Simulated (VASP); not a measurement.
# ScAsSe4 (R-3m) in VASP: single point with PBE

Aim: the single point of ScAsSe4 with PBE.

Program: VASP 6.6.1. These are calculated values, not measurements. Logs are shortened: lines on timing, memory, paths and dates and some standing lists are left out, and cuts for length are marked.

### 1 The cell of the first run

The structure is trigonal, space group R-3m (No. 166). Conventional cell: a = 4.609 Å, b = 4.609 Å, c = 22.964 Å, α = 90.00°, β = 90.00°, γ = 120.00°. Within 3.7 Å of Sc (site symmetry -3m) lie 8 Se at 2.83 to 2.85 Å. As (site symmetry -3m) has 8 Se at 2.84 to 2.86 Å within 3.7 Å. Within 3.7 Å of Se (site symmetry 3m) lie 3 As at 2.84 Å and 1 Sc at 2.85 Å and 6 Se at 3.26 to 3.31 Å. Se (site symmetry 3m) has 3 Sc at 2.83 Å and 1 As at 2.86 Å and 6 Se at 3.26 to 3.29 Å within 3.7 Å.

The cell was generated, and may not be a known phase.

### 2 Single point, PBE

File INCAR:

```
SYSTEM = ScAsSe4
ALGO = Normal
EDIFF = 1E-6
ENCUT = 500
GGA = PE
GGA_COMPAT = .False.
ISIF = 2
ISMEAR = 0
LASPH = .True.
LCHARG = .False.
LREAL = .False.
LWAVE = .False.
NBANDS = 29
NELM = 120
PREC = Accurate
SIGMA = 0.15
```

File KPOINTS:

```
k-points
0
Gamma
  3 3 3
  0 0 0
```

File POSCAR:

```
ScAsSe4
1.0
    2.3046469567      1.3305885408      7.6547535702
   -2.3046469567      1.3305885408      7.6547535702
    0.0000000000     -2.6611770817      7.6547535702
Sc As Se
1 1 4
Direct
    0.5000000000      0.5000000000      0.5000000000
    0.0000000000      0.0000000000      0.0000000000
    0.3760219895      0.3760219895      0.3760219895
    0.8754080912      0.8754080912      0.8754080912
    0.1245919088      0.1245919088      0.1245919088
    0.6239780105      0.6239780105      0.6239780105
```

Potentials or basis: VASP PAW PBE potentials, release 64 (Sc_sv, As, Se).

The run is started by

```
$ cat potpaw_PBE.64/Sc_sv/POTCAR potpaw_PBE.64/As/POTCAR potpaw_PBE.64/Se/POTCAR > POTCAR
$ mpirun -np 1 vasp_std > vasp.out
```

OUTCAR:

```text
SYSTEM = ScAsSe4
   EDIFF = 1E-6
   ENCUT = 500
   GGA = PE
   ISIF = 2
   ISMEAR = 0
   LASPH = .True.
   LREAL = .False.
   NELM = 120
   PREC = Accurate

 ion  position               nearest neighbor table
   1  0.500  0.500  0.500-   5 2.83   4 2.83   5 2.83   5 2.83   4 2.83   4 2.83   6 2.85   3 2.85

   2  0.000  0.000  0.000-   6 2.84   3 2.84   6 2.84   6 2.84   3 2.84   3 2.84
   3  0.376  0.376  0.376-   2 2.84   2 2.84   2 2.84   1 2.85
   4  0.875  0.875  0.875-   1 2.83   1 2.83   1 2.83
   5  0.125  0.125  0.125-   1 2.83   1 2.83   1 2.83
   6  0.624  0.624  0.624-   2 2.84   2 2.84   2 2.84   1 2.85

  LATTYP: Found a trigonal (rhomboedric) cell.
 ALAT       =     8.1041418843
 COS(alpha) =     0.8382572822

  Lattice vectors:

 A1 = (   2.3046469567,   1.3305885408,   7.6547535702)
 A2 = (  -2.3046469567,   1.3305885408,   7.6547535702)
 A3 = (   0.0000000000,  -2.6611770817,   7.6547535702)

Analysis of symmetry for initial positions (statically):
=====================================================================
 Subroutine PRICEL returns:
 Original cell was already a primitive cell.

 Routine SETGRP: Setting up the symmetry group for a
 trigonal (rhombohedral) supercell.

 Subroutine GETGRP returns: Found 12 space group operations
 (whereof 12 operations were pure point group operations)
 out of a pool of 12 trial point group operations.

The static configuration has the point symmetry D_3d.

Analysis of symmetry for dynamics (positions and initial velocities):
=====================================================================
 Subroutine PRICEL returns:
 Original cell was already a primitive cell.

 Routine SETGRP: Setting up the symmetry group for a
 trigonal (rhombohedral) supercell.

 Subroutine GETGRP returns: Found 12 space group operations
 (whereof 12 operations were pure point group operations)
 out of a pool of 12 trial point group operations.

The dynamic configuration has the point symmetry D_3d.

 Subroutine INISYM returns: Found 12 space group operations
 (whereof 12 operations are pure point group operations),
 and found     1 'primitive' translations

----------------------------------------------------------------------------------------

                                     Primitive cell

  volume of cell :     140.8415

  direct lattice vectors                    reciprocal lattice vectors
     2.304646957  1.330588541  7.654753570     0.216952969  0.125257855  0.043545926
[... 78 lines left out ...]
   NSW    =      0    number of steps for IOM
   IBRION =     -1    ionic relax: 0-MD 1-quasi-New 2-CG
   NFREE  =      0    steps in history (QN), initial steepest desc. (CG)
   ISIF   =      2    stress and relaxation
   ISYM   =      2    0-nonsym 1-usesym 2-fastsym
   POTIM  = 0.5000    time-step for ionic-motion
   TEBEG  =    0.0;   TEEND  =   0.0 temperature during run
   PSTRESS=    0.0 pullay stress
   NELECT =      40.0000    total number of electrons
   NUPDOWN=      -1.0000    fix difference up-down
   EMIN   =  10.00;   EMAX   =-10.00  energy-range for DOS
   EFERMI =   0.00;   METHOD = LEGACY
   ISMEAR =     0;   SIGMA  =   0.15  broadening in eV -4-tet -1-fermi 0-gaus
   EFERMI_NEDOS =   21; number of points for ismear=-14 and -15
   IALGO  =     38    algorithm
   IMIX   =      4    mixing-type and parameters
     AMIX     =   0.40;   BMIX     =  1.00
     AMIX_MAG =   1.60;   BMIX_MAG =  1.00
  volume/ion in A,a.u.               =      23.47       158.41
  Fermi-wavevector in a.u.,A,eV,Ry     =   1.076097  2.033528 15.755329  1.157984
  Thomas-Fermi vector in A             =   2.211972
   LORBIT       =      0    0 simple, 1 ext, 2 COOP (PROOUT), +10 PAW based schemes
   GGA     = PE    functional components
   LHFCALC =     F    Hartree Fock is set to
   AEXX    =    0.0000 exact exchange contribution
   IVDW    =     0    specifies the selected vdW correction
   LEPSILON=     F    determine dielectric tensor
   LRPA    =     F    only Hartree local field effects (RPA)
 non-spin polarized calculation
 Gauss-broadening in eV      SIGMA  =   0.15
  energy-cutoff  :      500.00
  volume of cell :      140.84
 maximum number of plane-waves:      3601
   NGX = 29   NGY = 29   NGZ = 29

 number of electron      40.0000000 magnetization

 Free energy of the ion-electron system (eV)
  ---------------------------------------------------
  ext. energy  EPLUGINS =         0.00000000
  ---------------------------------------------------
  free energy    TOTEN  =       -27.49166728 eV

  energy without entropy =      -27.46219163  energy(sigma->0) =      -27.47692945

 E-fermi :   3.8679     XC(G=0):  -9.6254

 val. band max:        3.6529605530   @ k =   0.3333   0.3333   0.3333
 cond. band min:       3.8846918569   @ k =  -0.3333   0.3333   0.3333
 fundamental gap:      0.2317313039
 Fermi energy:         3.8679240727

 k-point     1 :       0.0000    0.0000    0.0000
  band No.  band energies     occupation
      1     -45.8804      2.00000
      2     -24.5009      2.00000
      3     -24.5009      2.00000
      4     -24.4797      2.00000
      5     -10.7339      2.00000
      6      -8.9867      2.00000
[... 181 lines left out ...]
     28       7.3970      0.00000
     29       7.4346      0.00000

------------------------ aborting loop because EDIFF is reached ----------------------------------------

  FORCE on cell =-STRESS in cart. coord.  units (eV):
  Direction    XX          YY          ZZ          XY          YZ          ZX
  --------------------------------------------------------------------------------------
  -------------------------------------------------------------------------------------
  Total        0.2359839      0.2359839      0.6197773      0.0000000     -0.0000000      0.0000000
  in kB        2.6844928      2.6844928      7.0504301      0.0000000     -0.0000000      0.0000000
  external PRESSURE =       4.1398052 kB  Pullay stress =       0.0000000 kB

 VOLUME and BASIS-vectors are now :
 -----------------------------------------------------------------------------
  energy-cutoff  :      500.00
  volume of cell :      140.84
      direct lattice vectors                 reciprocal lattice vectors
     2.304646957  1.330588541  7.654753570     0.216952969  0.125257855  0.043545926
    -2.304646957  1.330588541  7.654753570    -0.216952969  0.125257855  0.043545926
     0.000000000 -2.661177082  7.654753570     0.000000000 -0.250515710  0.043545926

 POSITION                                       TOTAL-FORCE (eV/Angst)
 -----------------------------------------------------------------------------------
      0.00000     -0.00000     11.48213        -0.000000     -0.000000      0.000000
      0.00000      0.00000      0.00000         0.000000     -0.000000      0.000000
      0.00000     -0.00000      8.63507         0.000000      0.000000     -0.013405
      0.00000     -0.00000     20.10310         0.000000      0.000000     -0.058068
      0.00000     -0.00000      2.86116         0.000000     -0.000000      0.058068
      0.00000     -0.00000     14.32919         0.000000     -0.000000      0.013405
 -----------------------------------------------------------------------------------
    total drift:                               -0.000000      0.000000      0.000000

  FREE ENERGIE OF THE ION-ELECTRON SYSTEM (eV)
  ---------------------------------------------------
  free  energy   TOTEN  =       -27.4916672762 eV

  energy  without entropy=      -27.4621916321  energy(sigma->0) =      -27.47692945
```

stdout:

```text
POSCAR found type information on POSCAR ScAsSe
 POSCAR found :  3 types and       6 ions
 scaLAPACK will be used
 LDA part: xc-table for (Slater+PW92), standard interpolation
 POSCAR, INCAR and KPOINTS ok, starting setup
 FFT: planning ... GRIDC
 FFT: planning ... GRID_SOFT
 FFT: planning ... GRID
 WAVECAR not read
 entering main loop
```

Wall time 81 s (1 thread of Intel Xeon 8259CL, shared host); peak memory 0.45 GiB.

Results:

```
Free energy            : -27.4917 eV
Pressure               : 0.4 GPa
Largest force          : 0.058 eV/Å
Band gap on the k mesh : zero (bands 20 and 21 overlap by 0.89 eV)
```

Forces on the atoms (eV/Å):
```
Sc   0.000  0.000  0.000
As   0.000  0.000  0.000
Se   0.000  0.000 -0.013
Se   0.000  0.000 -0.058
Se   0.000  0.000  0.058
Se   0.000  0.000  0.013
```

Stress tensor (GPa, compression positive):
```
0.27 0.00 0.00
0.00 0.27 0.00
0.00 0.00 0.71
```

Caveat: the k points lie up to 0.53 Å⁻¹ apart, too coarse for converged energies and pressures of a metal.

The gap in the log of VASP goes by the Fermi energy; the results here count the filled bands.